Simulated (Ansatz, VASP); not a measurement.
# Two plane-wave programs on BN

```
CELL_PARAMETERS angstrom
-2.54397 0.00000 0.00000
0.00000 4.40628 0.00000
1.27198 -2.20314 -4.20774
ATOMIC_POSITIONS crystal
B 0.00010 0.66677 0.00020
B 0.50010 0.16677 0.00020
B 0.75010 0.08343 0.50020
B 0.25010 0.58343 0.50020
N 0.18740 0.85407 0.37480
N 0.68740 0.35407 0.37480
N 0.93740 0.27073 0.87480
N 0.43740 0.77073 0.87480
```

Alike in both runs: task single point; functional r2SCAN; k mesh 10 × 10 × 10; occupations gaussian, width 0.05 eV; no spin polarisation.

|  | VASP | Ansatz |
| --- | --- | --- |
| version | VASP 6.6.1 | Ansatz 0.2.0 |
| potentials or method | VASP PAW PBE potentials, release 64 (B, N), cutoff 520 eV | scalar-relativistic, plane waves, PAW |
| valence electrons in the cell | 32 | 32 |

|  | VASP | Ansatz | Ansatz less VASP |
| --- | --- | --- | --- |
| gap on the k mesh at the Fermi level (eV) | 5.84 | 5.88 | +0.033 |
| least direct gap on the mesh (eV) | 7.09 | 7.11 | +0.015 |
| pressure (GPa) | 1.1 | 0.0 | -1.11 |

VASP's potentials were made for PBE, not for r2SCAN.
